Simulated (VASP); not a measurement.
Wanted: the native input for a VASP 6.6.1 run.

| Quantity | Value |
| --- | --- |
| Task | relaxation of cell and atoms |
| Functional | PBE |
| Potentials or basis | VASP PAW PBE potentials, release 64 (Mg, H) |
| Cutoff | 600 eV |
| k mesh | 6 × 6 × 4 |
| Occupations | gaussian, width 0.2 eV |
| Spin | no spin polarisation |
| Dipole correction | no |
| Further INCAR settings | ALGO = Normal; EDIFF = 1e-07; IBRION = 2; EDIFFG = -0.025; NSW = 80; ISIF = 3 |

The structure of MgH2 lies in POSCAR:

```
MgH2
1.0
    3.3497083815      0.0666936137      0.0069614435
    0.0666936137      3.2326386185      0.0250507047
    0.0113690444      0.0409114251      5.3569405117
Mg H
2 4
Direct
    0.4745927771      0.5061522515      0.5064456021
    0.5128095846      0.5050965641     -0.0156253237
    0.0373595907      0.5180763808      0.2644722041
   -0.0362004454      0.4888347907      0.7400894512
    0.4899391828     -0.0291913119      0.2451139873
    0.5214993102      0.0110313248      0.7595040790
```

One way to write it, as run:

INCAR

```
PREC = Accurate
ENCUT = 600
EDIFF = 1E-7
ISMEAR = 0
SIGMA = 0.2
LREAL = F
LASPH = T
NELM = 100
ALGO = Normal
ISIF = 3
LWAVE = F
LCHARG = F
GGA = PE
IBRION = 2
NSW = 80
EDIFFG = -0.025
```

KPOINTS

```
Automatic mesh
0
Gamma
  6 6 4
```

Potentials or basis: VASP PAW PBE potentials, release 64 (Mg, H).

The run is started by

```bash
$ cat potpaw_PBE.64/Mg/POTCAR potpaw_PBE.64/H/POTCAR > POTCAR
$ mpirun -np 1 vasp_std > vasp.out
```

It gave:

```json
{
  "Relaxed volume": "10.85 Å³/atom",
  "Relaxed cell": "a = 3.116 Å, b = 3.418 Å, c = 6.152 Å, α = 90.08°, β = 83.65°, γ = 90.02°",
  "Space group after relaxing (to 0.05 Å)": "Pm (No. 6)",
  "Energy gained by relaxing": "184.1 meV/atom",
  "Ionic steps": "51",
  "Pressure after relaxing": "0.1 GPa",
  "Largest force after relaxing": "0.020 eV/Å",
  "Band gap on the k mesh": "1.72 eV, indirect (least direct gap 2.93 eV)"
}
```

Run time: 8.6 min on 1 thread of AMD EPYC 9R45 96-Core Processor (Zen 5), with other jobs on the host, peak memory 0.2 GiB.
